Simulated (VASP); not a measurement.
# SrO (Fm-3m) in VASP: further runs

SrO is run at these levels: LDA, PBE, RPBE; tasks: single point.

All numbers are computed with VASP 6.6.1; they aren't measurements. Logs are shortened: lines on timing, memory, paths and dates and some standing lists are left out, and cuts for length are marked.

## (1) The cell of the first run

It takes space group Fm-3m (No. 225, cubic). The conventional cell has a = 5.140 Å, b = 5.140 Å, c = 5.140 Å, α = 90.00°, β = 90.00°, γ = 90.00°. Within 3.4 Å of Sr (site symmetry m-3m) lie 6 O at 2.57 Å. Within 3.4 Å of O (site symmetry m-3m) lie 6 Sr at 2.57 Å.

## (2) Single point, LDA

Input file INCAR:

```
SYSTEM = SrO
ALGO = Normal
EDIFF = 1E-6
ENCUT = 520
GGA = CA
ISIF = 2
ISMEAR = -1
LASPH = .True.
LCHARG = .False.
LREAL = .False.
LWAVE = .False.
NBANDS = 15
NELM = 100
PREC = Accurate
SIGMA = 0.02
```

Input file KPOINTS:

```
k-points
0
Gamma
  8 8 8
  0 0 0
```

Input file POSCAR:

```
SrO
1.0
    0.0000000000      2.5698000000      2.5698000000
    2.5698000000      0.0000000000      2.5698000000
    2.5698000000      2.5698000000      0.0000000000
Sr O
1 1
Direct
    0.0000000000      0.0000000000      0.0000000000
    0.5000000000      0.5000000000      0.5000000000
```

Potentials or basis: VASP PAW LDA potentials, release 64 (Sr_sv, O).

Command:

```bash
$ cat potpaw_LDA.64/Sr_sv/POTCAR potpaw_LDA.64/O/POTCAR > POTCAR
$ mpirun -np 1 vasp_std > vasp.out
```

OUTCAR:

```text
SYSTEM = SrO
   EDIFF = 1E-6
   ENCUT = 520
   GGA = CA
   ISIF = 2
   ISMEAR = -1
   LASPH = .True.
   LREAL = .False.
   NELM = 100
   PREC = Accurate

 ion  position               nearest neighbor table
   1  0.000  0.000  0.000-   2 2.57   2 2.57   2 2.57   2 2.57   2 2.57   2 2.57
   2  0.500  0.500  0.500-   1 2.57   1 2.57   1 2.57   1 2.57   1 2.57   1 2.57

  LATTYP: Found a face centered cubic cell.
 ALAT       =     5.1396000000

  Lattice vectors:

 A1 = (   0.0000000000,   2.5698000000,   2.5698000000)
 A2 = (   2.5698000000,   0.0000000000,   2.5698000000)
 A3 = (   2.5698000000,   2.5698000000,   0.0000000000)

Analysis of symmetry for initial positions (statically):
=====================================================================
 Subroutine PRICEL returns:
 Original cell was already a primitive cell.

 Routine SETGRP: Setting up the symmetry group for a
 face centered cubic supercell.

 Subroutine GETGRP returns: Found 48 space group operations
 (whereof 48 operations were pure point group operations)
 out of a pool of 48 trial point group operations.

The static configuration has the point symmetry O_h .

Analysis of symmetry for dynamics (positions and initial velocities):
=====================================================================
 Subroutine PRICEL returns:
 Original cell was already a primitive cell.

 Routine SETGRP: Setting up the symmetry group for a
 face centered cubic supercell.

 Subroutine GETGRP returns: Found 48 space group operations
 (whereof 48 operations were pure point group operations)
 out of a pool of 48 trial point group operations.

The dynamic configuration has the point symmetry O_h .

 Subroutine INISYM returns: Found 48 space group operations
 (whereof 48 operations are pure point group operations),
 and found     1 'primitive' translations

----------------------------------------------------------------------------------------

                                     Primitive cell

  volume of cell :      33.9413

  direct lattice vectors                    reciprocal lattice vectors
     0.000000000  2.569800000  2.569800000    -0.194567671  0.194567671  0.194567671
     2.569800000  0.000000000  2.569800000     0.194567671 -0.194567671  0.194567671
     2.569800000  2.569800000  0.000000000     0.194567671  0.194567671 -0.194567671

  length of vectors
     3.634246013  3.634246013  3.634246013     0.337001091  0.337001091  0.337001091

  position of ions in fractional coordinates (direct lattice)
[... 83 lines left out ...]
   IBRION =     -1    ionic relax: 0-MD 1-quasi-New 2-CG
   NFREE  =      0    steps in history (QN), initial steepest desc. (CG)
   ISIF   =      2    stress and relaxation
   ISYM   =      2    0-nonsym 1-usesym 2-fastsym
   POTIM  = 0.5000    time-step for ionic-motion
   TEBEG  =    0.0;   TEEND  =   0.0 temperature during run
   PSTRESS=    0.0 pullay stress
   NELECT =      16.0000    total number of electrons
   NUPDOWN=      -1.0000    fix difference up-down
   EMIN   =  10.00;   EMAX   =-10.00  energy-range for DOS
   EFERMI =   0.00;   METHOD = LEGACY
   ISMEAR =    -1;   SIGMA  =   0.02  broadening in eV -4-tet -1-fermi 0-gaus
   EFERMI_NEDOS =   21; number of points for ismear=-14 and -15
   IALGO  =     38    algorithm
   IMIX   =      4    mixing-type and parameters
     AMIX     =   0.40;   BMIX     =  1.00
     AMIX_MAG =   1.60;   BMIX_MAG =  1.00
  volume/ion in A,a.u.               =      16.97       114.52
  Fermi-wavevector in a.u.,A,eV,Ry     =   1.274106  2.407711 22.086959  1.623346
  Thomas-Fermi vector in A             =   2.406892
   LORBIT       =      0    0 simple, 1 ext, 2 COOP (PROOUT), +10 PAW based schemes
   GGA     = CA    functional components
   LHFCALC =     F    Hartree Fock is set to
   AEXX    =    0.0000 exact exchange contribution
   IVDW    =     0    specifies the selected vdW correction
   LEPSILON=     F    determine dielectric tensor
   LRPA    =     F    only Hartree local field effects (RPA)
 non-spin polarized calculation
  energy-cutoff  :      520.00
  volume of cell :       33.94
 maximum number of plane-waves:       941
   NGX = 13   NGY = 13   NGZ = 13

 number of electron      15.9999997 magnetization

 Free energy of the ion-electron system (eV)
  ---------------------------------------------------
  ext. energy  EPLUGINS =         0.00000000
  ---------------------------------------------------
  free energy    TOTEN  =       -13.37482338 eV

  energy without entropy =      -13.37482338  energy(sigma->0) =      -13.37482338

 E-fermi :   1.7389     XC(G=0): -10.5340

 val. band max:        1.3498722029   @ k =   0.0000   0.0000   0.0000
 cond. band min:       4.4483598527   @ k =   0.5000   0.5000   0.0000
 fundamental gap:      3.0984876498
 Fermi energy:         1.7389185490

 k-point     1 :       0.0000    0.0000    0.0000
  band No.  band energies     occupation
      1     -30.7296      2.00000
      2     -13.4122      2.00000
      3     -12.4545      2.00000
      4     -12.4545      2.00000
      5     -12.4545      2.00000
      6       1.3499      2.00000
      7       1.3499      2.00000
      8       1.3499      2.00000
      9       5.1603      0.00000
     10       7.4571      0.00000
     11       7.4571      0.00000
     12       7.4571      0.00000
     13       9.6843      0.00000
     14       9.6843      0.00000
[... 401 lines left out ...]
      2     -14.7152      2.00000
      3     -12.8647      2.00000
      4     -12.6942      2.00000
      5     -11.5326      2.00000
      6      -0.2751      2.00000
      7       0.4697      2.00000
      8       0.5510      2.00000
      9       7.6074      0.00000
     10       7.9606      0.00000
     11      10.6300      0.00000
     12      10.8190      0.00000
     13      12.9757      0.00000
     14      14.2297      0.00000
     15      14.4982      0.00000

 [... further k-points ...]
[... 5 lines left out ...]
  --------------------------------------------------------------------------------------
  -------------------------------------------------------------------------------------
  Total       -0.7398246     -0.7398246     -0.7398246      0.0000000     -0.0000000      0.0000000
  in kB      -34.9229850    -34.9229850    -34.9229850      0.0000000     -0.0000000      0.0000000
  external PRESSURE =     -34.9229850 kB  Pullay stress =       0.0000000 kB

 VOLUME and BASIS-vectors are now :
 -----------------------------------------------------------------------------
  energy-cutoff  :      520.00
  volume of cell :       33.94
      direct lattice vectors                 reciprocal lattice vectors
     0.000000000  2.569800000  2.569800000    -0.194567671  0.194567671  0.194567671
     2.569800000  0.000000000  2.569800000     0.194567671 -0.194567671  0.194567671
     2.569800000  2.569800000  0.000000000     0.194567671  0.194567671 -0.194567671

 POSITION                                       TOTAL-FORCE (eV/Angst)
 -----------------------------------------------------------------------------------
      0.00000      0.00000      0.00000        -0.000000     -0.000000      0.000000
      2.56980      2.56980      2.56980         0.000000      0.000000     -0.000000
 -----------------------------------------------------------------------------------
    total drift:                                0.000000      0.000000      0.000000

  FREE ENERGIE OF THE ION-ELECTRON SYSTEM (eV)
  ---------------------------------------------------
  free  energy   TOTEN  =       -13.3748233768 eV

  energy  without entropy=      -13.3748233767  energy(sigma->0) =      -13.37482338
```

OSZICAR:

```text
N       E                     dE             d eps       ncg     rms          rms(c)
DAV:   1     0.667931617893E+02    0.66793E+02   -0.84937E+03   870   0.105E+03
DAV:   2    -0.122689997310E+02   -0.79062E+02   -0.72188E+02  1200   0.221E+02
DAV:   3    -0.154844298523E+02   -0.32154E+01   -0.31966E+01  1060   0.404E+01
DAV:   4    -0.155559697540E+02   -0.71540E-01   -0.71528E-01  1089   0.599E+00
DAV:   5    -0.155576236723E+02   -0.16539E-02   -0.16539E-02  1076   0.706E-01    0.172E+01
DAV:   6    -0.136092543851E+02    0.19484E+01   -0.63901E+00   884   0.193E+01    0.209E+01
DAV:   7    -0.134238762666E+02    0.18538E+00   -0.34840E-01  1003   0.514E+00    0.115E+01
DAV:   8    -0.133738887603E+02    0.49988E-01   -0.13312E-01  1157   0.333E+00    0.128E+00
DAV:   9    -0.133749362245E+02   -0.10475E-02   -0.65432E-03  1259   0.472E-01    0.320E-01
DAV:  10    -0.133748120187E+02    0.12421E-03   -0.15577E-04  1017   0.133E-01    0.183E-01
DAV:  11    -0.133748213504E+02   -0.93317E-05   -0.83905E-05  1038   0.923E-02    0.203E-02
DAV:  12    -0.133748233527E+02   -0.20023E-05   -0.66209E-06  1018   0.189E-02    0.339E-03
DAV:  13    -0.133748233768E+02   -0.24096E-07   -0.29432E-07   477   0.488E-03
   1 F= -.13374823E+02 E0= -.13374823E+02  d E =-.203127E-10
```

stdout:

```text
POSCAR found type information on POSCAR SrO
 POSCAR found :  2 types and       2 ions
 scaLAPACK will be used
 LDA part: xc-table for (Slater(with rela. corr.)+CA(PZ))
 , standard interpolation
 POSCAR, INCAR and KPOINTS ok, starting setup
 FFT: planning ... GRIDC
 FFT: planning ... GRID_SOFT
 FFT: planning ... GRID
 WAVECAR not read
 entering main loop
```

Run time: 6.1 s. Hardware: 1 thread of Intel Xeon 6975P-C (Granite Rapids), shared host; peak memory 0.14 GiB.

Results:

```
Free energy            : -13.3748 eV
Pressure               : -3.5 GPa
Band gap on the k mesh : 3.10 eV, indirect (least direct gap 3.18 eV)
```

## (3) Single point, PBE

Input file INCAR:

```
PREC = Accurate ; ENCUT = 520
EDIFF = 1E-6 ; ISMEAR = -1
SIGMA = 0.02 ; LREAL = F
LASPH = T ; NELM = 80
ALGO = Normal ; ISIF = 2
LWAVE = F ; LCHARG = F
GGA = PE ; NBANDS = 15
```

Input file KPOINTS:

```
Automatic mesh
0
Gamma
  8 8 8
```

POSCAR is that of step 2.

Potentials or basis: VASP PAW PBE potentials, release 64 (Sr_sv, O).

Command:

```bash
$ cat potpaw_PBE.64/Sr_sv/POTCAR potpaw_PBE.64/O/POTCAR > POTCAR
$ mpirun -np 1 vasp_std > vasp.out
```

It took 7 s on 1 thread of Intel Xeon 6975P-C (Granite Rapids), shared host; peak memory 0.16 GiB.

It converged, with:

```yaml
Free_energy: -12.0403 eV
Pressure: 3.5 GPa
Band_gap_on_the_k_mesh: 3.26 eV, indirect (least direct gap 3.35 eV)
```

Levels at points of the mesh, in eV from the valence-band top:
```tsv
k point	band 6	band 7	band 8	band 9	band 10	band 11
(0.00, 0.00, 0.00)	0.00	0.00	0.00	3.99	6.21	6.21
(0.50, 0.00, 0.00)	-2.17	-1.14	-1.14	6.56	8.47	8.86
(0.50, 0.50, 0.00)	-0.43	-0.09	-0.09	3.26	7.81	10.18
```

A k mesh can miss the band edges.

(Continued in part 2 of 2.)
